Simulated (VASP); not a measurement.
Write the native input for VASP 6.6.1 that does the following.

- Task: single point
- Functional: PBE
- Dispersion: D3(BJ)
- Potentials or basis: VASP PAW PBE potentials, release 64 (Pt)
- Cutoff: 520 eV
- k mesh: 18 × 18 × 18
- Occupations: gaussian, width 0.1 eV
- Spin: no spin polarisation
- Dipole correction: no
- Further INCAR settings: ALGO = Fast; EDIFF = 1e-06; NBANDS = 11

The structure of Pt lies in POSCAR:

```
Pt
1.0
    0.0000000000      1.9642477772      1.9642477772
    1.9642477772      0.0000000000      1.9642477772
    1.9642477772      1.9642477772      0.0000000000
Pt
1
Direct
    0.0000000000      0.0000000000      0.0000000000
```

These files were run (other wordings do the same):

INCAR

```
PREC     = Accurate       # precision mode
ENCUT    = 520            # plane-wave cutoff, eV
EDIFF    = 1E-6           # SCF threshold, eV
ISMEAR   = 0              # smearing method
SIGMA    = 0.1            # smearing width, eV
LREAL    = F              # projectors in reciprocal space
LASPH    = T              # aspherical terms in the spheres
NELM     = 80             # most SCF steps
ALGO     = Fast           # electronic algorithm
ISIF     = 2              # what is computed and relaxed
LWAVE    = F              # write WAVECAR
LCHARG   = F              # write CHGCAR
GGA      = PE             # functional
IVDW     = 12             # dispersion correction
NBANDS   = 11             # bands
```

KPOINTS

```
regular mesh
0
Gamma
  18 18 18
```

Potentials or basis: VASP PAW PBE potentials, release 64 (Pt).

Launch:

```console
$ cat potpaw_PBE.64/Pt/POTCAR > POTCAR
$ mpirun -np 1 vasp_std > vasp.out
```

Results of the run:

- Pressure: -0.6 GPa
- Band gap on the k mesh: zero (band 5 reaches 11.66 eV, above the bottom of band 6 at 9.44 eV)
- Dispersion energy per atom: -0.775 eV

Caveat: spin-orbit coupling is left out, which moves the levels of the heavy elements; pairwise dispersion overbinds metals, which lowers pressure and volume.

It took 42 s on 1 thread of AMD EPYC 7R43 64-Core Processor (Zen 3), on a shared host, peak memory 0.13 GiB.
